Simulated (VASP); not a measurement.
# NaCl (Fm-3m) in VASP: a series of runs

The runs below take NaCl through single point, with PBE.

Everything below comes from runs of VASP 6.6.1. Logs are shortened: lines on timing, memory, paths and dates and some standing lists are left out, and cuts for length are marked.

### 1 The cell of the first run

The structure is cubic, space group Fm-3m (No. 225). Conventional cell: a = 5.663 Å, b = 5.663 Å, c = 5.663 Å, α = 90.00°, β = 90.00°, γ = 90.00°. Na (site symmetry m-3m) has 6 Cl at 2.83 Å within 3.7 Å. Within 3.7 Å of Cl (site symmetry m-3m) lie 6 Na at 2.83 Å.

### 2 Single point, PBE

INCAR

```
SYSTEM = NaCl
ALGO = Normal ; EDIFF = 1E-6
ENCUT = 520 ; GGA = PE
ISIF = 2 ; ISMEAR = 0
LASPH = .TRUE. ; LCHARG = .FALSE.
LREAL = .FALSE. ; LWAVE = .FALSE.
NBANDS = 14 ; NELM = 100
PREC = Accurate ; SIGMA = 0.05
```

KPOINTS

```
k-points
0
G
  8 8 8
  0 0 0
```

POSCAR

```
NaCl
1.0
    0.0000000000      2.8317500000      2.8317500000
    2.8317500000      0.0000000000      2.8317500000
    2.8317500000      2.8317500000      0.0000000000
Na Cl
1 1
Direct
    0.0000000000      0.0000000000      0.0000000000
    0.5000000000      0.5000000000      0.5000000000
```

Potentials or basis: VASP PAW PBE potentials, release 64 (Na_pv, Cl).

Launch:

```
> cat potpaw_PBE.64/Na_pv/POTCAR potpaw_PBE.64/Cl/POTCAR > POTCAR
> mpirun -np 1 vasp_std > vasp.out
```

OUTCAR:

```text
SYSTEM = NaCl
   EDIFF = 1E-6
   ENCUT = 520
   GGA = PE
   ISIF = 2
   ISMEAR = 0
   LASPH = .TRUE.
   LREAL = .FALSE.
   NELM = 100
   PREC = Accurate

 ion  position               nearest neighbor table
   1  0.000  0.000  0.000-
   2  0.500  0.500  0.500-

  LATTYP: Found a face centered cubic cell.
 ALAT       =     5.6635000000

  Lattice vectors:

 A1 = (   0.0000000000,   2.8317500000,   2.8317500000)
 A2 = (   2.8317500000,   0.0000000000,   2.8317500000)
 A3 = (   2.8317500000,   2.8317500000,   0.0000000000)

Analysis of symmetry for initial positions (statically):
=====================================================================
 Subroutine PRICEL returns:
 Original cell was already a primitive cell.

 Routine SETGRP: Setting up the symmetry group for a
 face centered cubic supercell.

 Subroutine GETGRP returns: Found 48 space group operations
 (whereof 48 operations were pure point group operations)
 out of a pool of 48 trial point group operations.

The static configuration has the point symmetry O_h .

Analysis of symmetry for dynamics (positions and initial velocities):
=====================================================================
 Subroutine PRICEL returns:
 Original cell was already a primitive cell.

 Routine SETGRP: Setting up the symmetry group for a
 face centered cubic supercell.

 Subroutine GETGRP returns: Found 48 space group operations
 (whereof 48 operations were pure point group operations)
 out of a pool of 48 trial point group operations.

The dynamic configuration has the point symmetry O_h .

 Subroutine INISYM returns: Found 48 space group operations
 (whereof 48 operations are pure point group operations),
 and found     1 'primitive' translations

----------------------------------------------------------------------------------------

                                     Primitive cell

  volume of cell :      45.4145

  direct lattice vectors                    reciprocal lattice vectors
     0.000000000  2.831750000  2.831750000    -0.176569259  0.176569259  0.176569259
     2.831750000  0.000000000  2.831750000     0.176569259 -0.176569259  0.176569259
     2.831750000  2.831750000  0.000000000     0.176569259  0.176569259 -0.176569259

  length of vectors
     4.004699255  4.004699255  4.004699255     0.305826928  0.305826928  0.305826928

  position of ions in fractional coordinates (direct lattice)
     0.000000000  0.000000000  0.000000000
     0.500000000  0.500000000  0.500000000

  ion indices of the primitive-cell ions
   primitive index   ion index
                 1           1
                 2           2

----------------------------------------------------------------------------------------

 KPOINTS: k-points

Automatic generation of k-mesh.
 Grid dimensions read from file:
 generate k-points for:    8    8    8

 Generating k-lattice:

  Cartesian coordinates                     Fractional coordinates (reciprocal lattice)
    -0.022071157  0.022071157  0.022071157     0.125000000  0.000000000  0.000000000
     0.022071157 -0.022071157  0.022071157     0.000000000  0.125000000  0.000000000
     0.022071157  0.022071157 -0.022071157     0.000000000  0.000000000  0.125000000

  Length of vectors
     0.038228366  0.038228366  0.038228366

  Shift w.r.t. Gamma in fractional coordinates (k-lattice)
     0.000000000  0.000000000  0.000000000

 Subroutine IBZKPT returns following result:
 ===========================================

 Found     29 irreducible k-points:

 Following reciprocal coordinates:
            Coordinates               Weight
  0.000000  0.000000  0.000000      1.000000
  0.125000  0.000000  0.000000      8.000000
  0.250000  0.000000  0.000000      8.000000
  0.375000  0.000000  0.000000      8.000000
  0.500000  0.000000  0.000000      4.000000
  0.125000  0.125000  0.000000      6.000000
[... 16 lines left out ...]
  0.500000  0.250000  0.125000     48.000000
 -0.375000  0.250000  0.125000     24.000000
 [... further k-points ...]
   k-points           NKPTS =     29   k-points in BZ     NKDIM =     29   number of bands    NBANDS=     14
   number of dos      NEDOS =    301   number of ions     NIONS =      2
   total plane-waves  NPLWV =  27000
   dimension x,y,z NGX =    30 NGY =   30 NGZ =   30
   dimension x,y,z NGXF=    60 NGYF=   60 NGZF=   60
   ions per type =               1   1
   NGX,Y,Z   is equivalent  to a cutoff of  12.45, 12.45, 12.45 a.u.
   NGXF,Y,Z  is equivalent  to a cutoff of  24.91, 24.91, 24.91 a.u.
 SYSTEM =  NaCl
   PREC   = accura    normal or accurate (medium, high low for compatibility)
   ISTART =      0    job   : 0-new  1-cont  2-samecut
   ICHARG =      2    charge: 1-file 2-atom 10-const
   ISPIN  =      1    spin polarized calculation?
   LNONCOLLINEAR =      F non collinear calculations
   LSORBIT =      F    spin-orbit coupling
   LASPH  =      T    aspherical Exc in radial PAW
   ENCUT  =  520.0 eV  38.22 Ry    6.18 a.u.   7.45  7.45  7.45*2*pi/ulx,y,z
   NELM   =    100;   NELMIN=  2; NELMDL= -5     # of ELM steps
   EDIFF  = 0.1E-05   stopping-criterion for ELM
   LREAL  =      F    real-space projection
   EDIFFG = 0.1E-04   stopping-criterion for IOM
   NSW    =      0    number of steps for IOM
   IBRION =     -1    ionic relax: 0-MD 1-quasi-New 2-CG
   NFREE  =      0    steps in history (QN), initial steepest desc. (CG)
   ISIF   =      2    stress and relaxation
   ISYM   =      2    0-nonsym 1-usesym 2-fastsym
   POTIM  = 0.5000    time-step for ionic-motion
   TEBEG  =    0.0;   TEEND  =   0.0 temperature during run
   PSTRESS=    0.0 pullay stress
   NELECT =      14.0000    total number of electrons
   NUPDOWN=      -1.0000    fix difference up-down
   EMIN   =  10.00;   EMAX   =-10.00  energy-range for DOS
   EFERMI =   0.00;   METHOD = LEGACY
   ISMEAR =     0;   SIGMA  =   0.05  broadening in eV -4-tet -1-fermi 0-gaus
   EFERMI_NEDOS =   21; number of points for ismear=-14 and -15
   IALGO  =     38    algorithm
   IMIX   =      4    mixing-type and parameters
     AMIX     =   0.40;   BMIX     =  1.00
     AMIX_MAG =   1.60;   BMIX_MAG =  1.00
  volume/ion in A,a.u.               =      22.71       153.24
  Fermi-wavevector in a.u.,A,eV,Ry     =   1.105909  2.089864 16.640388  1.223034
  Thomas-Fermi vector in A             =   2.242402
   LORBIT       =      0    0 simple, 1 ext, 2 COOP (PROOUT), +10 PAW based schemes
   GGA     = PE    functional components
   LHFCALC =     F    Hartree Fock is set to
   AEXX    =    0.0000 exact exchange contribution
   IVDW    =     0    specifies the selected vdW correction
   LEPSILON=     F    determine dielectric tensor
   LRPA    =     F    only Hartree local field effects (RPA)
 non-spin polarized calculation
 Gauss-broadening in eV      SIGMA  =   0.05
  energy-cutoff  :      520.00
  volume of cell :       45.41
 maximum number of plane-waves:      1243
 NGX is ok and might be reduce to    30
   NGX = 15   NGY = 15   NGZ = 15

 number of electron      13.9999993 magnetization

 Free energy of the ion-electron system (eV)
  ---------------------------------------------------
  ext. energy  EPLUGINS =         0.00000000
  ---------------------------------------------------
  free energy    TOTEN  =        -6.77680937 eV

  energy without entropy =       -6.77680937  energy(sigma->0) =       -6.77680937

 E-fermi :  -0.5053     XC(G=0):  -8.1131

 val. band max:       -0.8032004046   @ k =   0.0000   0.0000   0.0000
 cond. band min:       4.2561175253   @ k =   0.0000   0.0000   0.0000
 fundamental gap:      5.0593179300
 Fermi energy:        -0.5053328169

 k-point     1 :       0.0000    0.0000    0.0000
  band No.  band energies     occupation
      1     -21.6461      2.00000
      2     -21.6461      2.00000
      3     -21.6461      2.00000
      4     -13.4341      2.00000
      5      -0.8032      2.00000
      6      -0.8032      2.00000
      7      -0.8032      2.00000
      8       4.2561      0.00000
      9      10.3042      0.00000
     10      10.3042      0.00000
     11      10.3042      0.00000
     12      12.4487      0.00000
     13      12.4487      0.00000
     14      14.0339      0.00000

 k-point     2 :       0.1250    0.0000    0.0000
  band No.  band energies     occupation
      1     -21.6502      2.00000
      2     -21.6464      2.00000
      3     -21.6464      2.00000
      4     -13.3889      2.00000
      5      -1.1643      2.00000
      6      -0.8428      2.00000
      7      -0.8428      2.00000
      8       4.7468      0.00000
      9       9.7609      0.00000
     10      10.4928      0.00000
     11      10.4928      0.00000
     12      12.1815      0.00000
     13      12.1815      0.00000
     14      14.9284      0.00000

 k-point     3 :       0.2500    0.0000    0.0000
  band No.  band energies     occupation
      1     -21.6599      2.00000
      2     -21.6471      2.00000
      3     -21.6471      2.00000
      4     -13.2765      2.00000
      5      -1.8778      2.00000
      6      -0.9353      2.00000
      7      -0.9353      2.00000
      8       5.7219      0.00000
      9       9.1803      0.00000
     10      10.5698      0.00000
     11      10.5698      0.00000
     12      12.3937      0.00000
     13      12.3937      0.00000
     14      14.7144      0.00000

 k-point     4 :       0.3750    0.0000    0.0000
  band No.  band energies     occupation
      1     -21.6696      2.00000
      2     -21.6479      2.00000
      3     -21.6479      2.00000
      4     -13.1597      2.00000
      5      -2.4673      2.00000
      6      -1.0240      2.00000
      7      -1.0240      2.00000
      8       6.3338      0.00000
      9       9.3663      0.00000
     10      10.2776      0.00000
     11      10.2776      0.00000
     12      13.7349      0.00000
     13      13.7349      0.00000
     14      14.2063      0.00000

 k-point     5 :       0.5000    0.0000    0.0000
  band No.  band energies     occupation
      1     -21.6735      2.00000
      2     -21.6482      2.00000
      3     -21.6482      2.00000
      4     -13.1098      2.00000
      5      -2.6891      2.00000
      6      -1.0598      2.00000
      7      -1.0598      2.00000
      8       6.4478      0.00000
      9       9.7195      0.00000
     10      10.1388      0.00000
     11      10.1388      0.00000
[... 276 lines left out ...]
 k-point    22 :       0.3750    0.2500    0.1250
  band No.  band energies     occupation
      1     -21.6614      2.00000
      2     -21.6513      2.00000
      3     -21.6483      2.00000
      4     -13.2029      2.00000
      5      -2.0227      2.00000
      6      -1.2572      2.00000
      7      -1.0479      2.00000
      8       6.5647      0.00000
      9       8.5522      0.00000
     10       9.7074      0.00000
     11      11.3390      0.00000
     12      11.7428      0.00000
     13      13.9109      0.00000
     14      17.1325      0.00000

 k-point    23 :       0.5000    0.2500    0.1250
  band No.  band energies     occupation
      1     -21.6661      2.00000
      2     -21.6533      2.00000
      3     -21.6495      2.00000
      4     -13.1156      2.00000
      5      -2.3060      2.00000
      6      -1.4718      2.00000
      7      -1.1525      2.00000
      8       7.3130      0.00000
      9       8.7193      0.00000
     10       9.1166      0.00000
     11      11.0646      0.00000
     12      12.8731      0.00000
     13      15.1879      0.00000
     14      15.6502      0.00000

 k-point    24 :      -0.3750    0.2500    0.1250
  band No.  band energies     occupation
      1     -21.6682      2.00000
      2     -21.6538      2.00000
      3     -21.6502      2.00000
      4     -13.0787      2.00000
      5      -2.4199      2.00000
      6      -1.5476      2.00000
      7      -1.2045      2.00000
      8       7.4948      0.00000
      9       8.6828      0.00000
     10       9.4086      0.00000
     11      10.8831      0.00000
     12      13.4828      0.00000
     13      14.7263      0.00000
     14      15.7641      0.00000

 [... further k-points ...]
[... 5 lines left out ...]
  --------------------------------------------------------------------------------------
  -------------------------------------------------------------------------------------
  Total        0.1121166      0.1121166      0.1121166     -0.0000000     -0.0000000      0.0000000
  in kB        3.9553573      3.9553573      3.9553573     -0.0000000     -0.0000000      0.0000000
  external PRESSURE =       3.9553573 kB  Pullay stress =       0.0000000 kB

 VOLUME and BASIS-vectors are now :
 -----------------------------------------------------------------------------
  energy-cutoff  :      520.00
  volume of cell :       45.41
      direct lattice vectors                 reciprocal lattice vectors
     0.000000000  2.831750000  2.831750000    -0.176569259  0.176569259  0.176569259
     2.831750000  0.000000000  2.831750000     0.176569259 -0.176569259  0.176569259
     2.831750000  2.831750000  0.000000000     0.176569259  0.176569259 -0.176569259

 POSITION                                       TOTAL-FORCE (eV/Angst)
 -----------------------------------------------------------------------------------
      0.00000      0.00000      0.00000         0.000000      0.000000      0.000000
      2.83175      2.83175      2.83175        -0.000000     -0.000000      0.000000
 -----------------------------------------------------------------------------------
    total drift:                               -0.000000      0.000000      0.000000

  FREE ENERGIE OF THE ION-ELECTRON SYSTEM (eV)
  ---------------------------------------------------
  free  energy   TOTEN  =        -6.7768093657 eV

  energy  without entropy=       -6.7768093657  energy(sigma->0) =       -6.77680937
```

Run time: 16 s. Hardware: 1 thread of Intel Xeon Platinum 8259CL at 2.50GHz (Skylake/Cascade Lake), shared host; peak memory 0.16 GiB.

What came out:

```
Free energy            : -6.7768 eV
Pressure               : 0.4 GPa
Band gap on the k mesh : 5.06 eV, direct
```

A k mesh can miss the band edges.

### 3 Single point, PBE

INCAR

```
  PREC = Accurate
  ENCUT = 520
  EDIFF = 1E-7
  ISMEAR = 0
  SIGMA = 0.05
  LREAL = False
  LASPH = True
  NELM = 60
  ALGO = Normal
  ISIF = 2
  LWAVE = False
  LCHARG = False
  GGA = PE
  NBANDS = 14
```

KPOINTS

```
regular mesh
0
Gamma
  8 8 8
```

POSCAR is that of step 2.

Potentials or basis: VASP PAW PBE potentials, release 64 (Na_pv, Cl).

Launch:

```
> cat potpaw_PBE.64/Na_pv/POTCAR potpaw_PBE.64/Cl/POTCAR > POTCAR
> mpirun -np 1 vasp_std > vasp.out
```

Run time: 19 s. Hardware: 1 thread of Intel Xeon Platinum 8259CL at 2.50GHz (Skylake/Cascade Lake), shared host; peak memory 0.16 GiB.

The run converged. Its results:

* Free energy: -6.7768 eV
* Pressure: 0.4 GPa
* Band gap on the k mesh: 5.06 eV, direct

Levels at points of the mesh, in eV from the valence-band top:
| k point | band 4 | band 5 | band 6 | band 7 | band 8 | band 9 | band 10 | band 11 |
| --- | --- | --- | --- | --- | --- | --- | --- | --- |
| (0.00, 0.00, 0.00) | -12.63 | 0.00 | 0.00 | 0.00 | 5.06 | 11.11 | 11.11 | 11.11 |
| (0.50, 0.00, 0.00) | -12.31 | -1.89 | -0.26 | -0.26 | 7.25 | 10.52 | 10.94 | 10.94 |
| (0.50, 0.50, 0.00) | -12.26 | -1.62 | -0.58 | -0.58 | 7.50 | 8.09 | 11.23 | 14.66 |

A k mesh can miss the band edges. A hybrid or GW would open this gap; PBE tends to underestimate it.
